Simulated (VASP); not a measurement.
H14SO6, 21 atoms in the cell. The cell holds an amorphous packing of atoms, 21 atoms: a = 5.769 Å, b = 5.769 Å, c = 5.769 Å, α = 90.00°, β = 90.00°, γ = 90.00°. 

```yaml
Program: VASP 6.6.1
Task: single point
Functional: PBEsol
Potentials_or_basis: VASP PAW PBE potentials, release 64 (O_h, H_h, S)
Cutoff: 910 eV
k_mesh: 1 × 1 × 1
Occupations: fermi-dirac, width 0.02 eV
Spin: no spin polarisation
Dipole_correction: no
Second_run: hard_potentials
Further_INCAR_settings: LREAL = Auto; ALGO = Normal; EDIFF = 1e-06; NBANDS = 44
```

Potentials or basis: VASP PAW PBE potentials, release 64 (O_h, H_h, S).

Launch:

```bash
$ cat potpaw_PBE.64/O_h/POTCAR potpaw_PBE.64/H_h/POTCAR potpaw_PBE.64/S/POTCAR > POTCAR
$ mpirun -np 1 vasp_gam > vasp.out
```

Hardware: 1 thread of AMD EPYC 7R43 64-Core Processor (Zen 3), with other jobs on the host.

Q: How long does it take, and how much memory?

A: Wall time 65 s on 1 thread of AMD EPYC 7R43 64-Core Processor (Zen 3), on a shared host, peak memory 0.4 GiB. Counts: scf iterations 16, k points 1.
